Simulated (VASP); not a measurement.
Write the native input for VASP 6.6.1 that does the following.

```yaml
Task: single point
Functional: PBE
Potentials_or_basis: VASP PAW PBE potentials, release 64 (Mn_pv, Si)
Cutoff: 520 eV
k_mesh: 9 × 9 × 9
Occupations: fermi-dirac, width 0.05 eV
Spin: collinear spin, ferromagnetic start
Starting_moments: "[4.0, 0.0] μB"
Dipole_correction: no
Further_INCAR_settings: ALGO = Normal; EDIFF = 1e-06; NBANDS = 20
```

The structure of MnSi lies in POSCAR:

```
MnSi
1.0
    3.0515614362      0.0000000000      0.0000000000
    0.0000000000      3.0515614362      0.0000000000
    0.0000000000      0.0000000000      3.0515614362
Mn Si
1 1
Direct
    0.0000000000      0.0000000000      0.0000000000
    0.5000000000      0.5000000000      0.5000000000
```

This cell differs from its parent crystal: volume scaled by 0.98.

The input as run:

INCAR

```
  PREC = Accurate
  ENCUT = 520
  EDIFF = 1E-6
  ISMEAR = -1
  SIGMA = 0.05
  LREAL = F
  LASPH = T
  NELM = 150
  ALGO = Normal
  ISIF = 2
  LWAVE = F
  LCHARG = F
  ISPIN = 2
  MAGMOM = 4 0
  LORBIT = 11
  LMAXMIX = 4
  GGA = PE
  NBANDS = 20
```

KPOINTS

```
regular mesh
0
Gamma
  9 9 9
```

Potentials or basis: VASP PAW PBE potentials, release 64 (Mn_pv, Si).

Run with:

```bash
$ cat potpaw_PBE.64/Mn_pv/POTCAR potpaw_PBE.64/Si/POTCAR > POTCAR
$ mpirun -np 1 vasp_std > vasp.out
```

Results of the run:

The pressure is -22.9 GPa and the net moment is 1.85 μB per cell. The site moments are Mn +2.00; Si -0.11 μB. The valence electrons inside the program's atomic spheres are Mn 11.65; Si 1.53.

It took 12 s on 1 thread of Intel(R) Xeon(R) 6975P-C (Granite Rapids) (shared host), peak memory 0.16 GiB.
